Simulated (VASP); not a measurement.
Set up this calculation in VASP 6.6.1, as the native input.

| Property | Result |
| --- | --- |
| Task | single point |
| Functional | PBEsol |
| Potentials or basis | VASP PAW PBE potentials, release 64 (Si) |
| Cutoff | 500 eV |
| k mesh | 10 × 10 × 10 |
| Occupations | gaussian, width 0.01 eV |
| Spin | no spin polarisation |
| Dipole correction | no |
| Further INCAR settings | ALGO = Normal; EDIFF = 1e-06; NBANDS = 11 |

The structure of Si lies in POSCAR:

```
Si
1.0
    0.0212661498      2.7108303691      2.6895642193
    2.7108303691      0.0212661498      2.6895642193
    2.7320965189      2.7320965189      0.0000000000
Si
2
Direct
    0.0011214844      0.0011214844     -0.0011214844
    0.2488785156      0.2488785156      0.2511214844
```

One way to write it, as run:

INCAR

```
PREC = Accurate
ENCUT = 500
EDIFF = 1E-6
ISMEAR = 0
SIGMA = 0.01
LREAL = F
LASPH = T
NELM = 120
ALGO = Normal
ISIF = 2
LWAVE = F
LCHARG = F
GGA = PS
NBANDS = 11
GGA_COMPAT = F
```

KPOINTS

```
Automatic mesh
0
Gamma
  10 10 10
```

Potentials or basis: VASP PAW PBE potentials, release 64 (Si).

Launch:

```bash
$ cat potpaw_PBE.64/Si/POTCAR > POTCAR
$ mpirun -np 1 vasp_std > vasp.out
```

It gave:

```json
{
  "Pressure": "1.5 GPa",
  "Band gap on the k mesh": "0.32 eV (least direct gap 2.39 eV)"
}
```

Caveat: semilocal functionals underestimate gaps, and a narrow one can read as zero; the PAW data sets were made with another functional, which shifts forces and pressure a little.

It took 75 s on 1 thread of Intel Xeon 8259CL, on a shared host, peak memory 0.19 GiB.
